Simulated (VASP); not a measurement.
Write the native input for VASP 6.6.1 that does the following.

```
Task                   : relaxation of cell and atoms
Functional             : PBEsol
Potentials or basis    : VASP PAW PBE potentials, release 64 (Rb_sv)
Cutoff                 : 600 eV
k mesh                 : 7 × 7 × 7
Occupations            : fermi-dirac, width 0.05 eV
Spin                   : no spin polarisation
Target pressure        : 20 GPa
Dipole correction      : no
Further INCAR settings : ALGO = Normal; EDIFF = 1e-07; IBRION = 2; EDIFFG = -0.01; NSW = 60; ISIF = 3
```

The structure of Rb lies in POSCAR:

```
Rb
1.0
   -2.8025000000      2.8025000000      2.8025000000
    2.8025000000     -2.8025000000      2.8025000000
    2.8025000000      2.8025000000     -2.8025000000
Rb
1
Direct
    0.0000000000      0.0000000000      0.0000000000
```

One way to write it, as run:

INCAR

```
PREC = Accurate
ENCUT = 600
EDIFF = 1E-7
ISMEAR = -1
SIGMA = 0.05
LREAL = F
LASPH = T
NELM = 100
ALGO = Normal
ISIF = 3
LWAVE = F
LCHARG = F
GGA = PS
IBRION = 2
NSW = 60
EDIFFG = -0.01
PSTRESS = 200.0
```

KPOINTS

```
regular mesh
0
Gamma
  7 7 7
```

Potentials or basis: VASP PAW PBE potentials, release 64 (Rb_sv).

The run is started by

```console
$ cat potpaw_PBE.64/Rb_sv/POTCAR > POTCAR
$ mpirun -np 1 vasp_std > vasp.out
```

It gave:

```yaml
Relaxed_volume: 25.76 Å³/atom
Relaxed_cell: a = 3.223 Å, b = 3.223 Å, c = 3.223 Å, α = 109.47°, β = 109.47°, γ = 109.47°
Space_group_after_relaxing_to_0.05_Å: Im-3m (No. 229)
Energy_change_on_relaxing_the_enthalpy_is_what_falls: +1923.0 meV/atom
Ionic_steps: 26
Pressure_after_relaxing: 20.0 GPa
```

Caveat: the cell is relaxed towards a set pressure, so the enthalpy falls and the energy may rise; the volume moved by over 15 % at a fixed basis, so the end points are rough; the PAW data sets were made with another functional, which shifts forces and pressure a little.

Wall time 7.4 min on 1 thread of AMD EPYC 7R13 (shared host), peak memory 0.27 GiB.
